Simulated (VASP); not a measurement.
Here is a VASP 6.6.1 calculation.

Contents of INCAR:

```
ALGO = Normal
EDIFF = 1E-6
ENCUT = 520
GGA = PE
ISIF = 2
ISMEAR = 1
LASPH = True
LCHARG = True
LELF = True
LREAL = Auto
LVHAR = True
LWAVE = False
NBANDS = 126
NELM = 60
PREC = Accurate
SIGMA = 0.1
```

The input KPOINTS:

```
k-points
0
Gamma
  5 5 5
```

File POSCAR:

```
W
1.0
    6.3684112237      0.0000000000      0.0000000000
    0.0000000000      6.3684112237      0.0000000000
    0.0000000000      0.0000000000      6.3684112237
W
16
Direct
    0.0000000000      0.0000000000      0.0000000000
    0.2500000000      0.2500000000      0.2500000000
    0.0000000000      0.0000000000      0.5000000000
    0.2500000000      0.2500000000      0.7500000000
    0.0000000000      0.5000000000      0.0000000000
    0.2500000000      0.7500000000      0.2500000000
    0.0000000000      0.5000000000      0.5000000000
    0.2500000000      0.7500000000      0.7500000000
    0.5000000000      0.0000000000      0.0000000000
    0.7500000000      0.2500000000      0.2500000000
    0.5000000000      0.0000000000      0.5000000000
    0.7500000000      0.2500000000      0.7500000000
    0.5000000000      0.5000000000      0.0000000000
    0.7500000000      0.7500000000      0.2500000000
    0.5000000000      0.5000000000      0.5000000000
    0.7500000000      0.7500000000      0.7500000000
```

Potentials or basis: VASP PAW PBE potentials, release 64 (W_sv).

Launch:

```bash
$ cat potpaw_PBE.64/W_sv/POTCAR > POTCAR
$ mpirun -np 1 vasp_std > vasp.out
```

(1) Estimate the band gap on the k mesh.

(2) What does it give for the pressure?

## Answers

(1) zero (band 112 reaches 11.46 eV, above the bottom of band 113 at 10.93 eV).

(2) 0.3 GPa.

Caveat: spin-orbit coupling is left out, which moves the levels of the heavy elements.
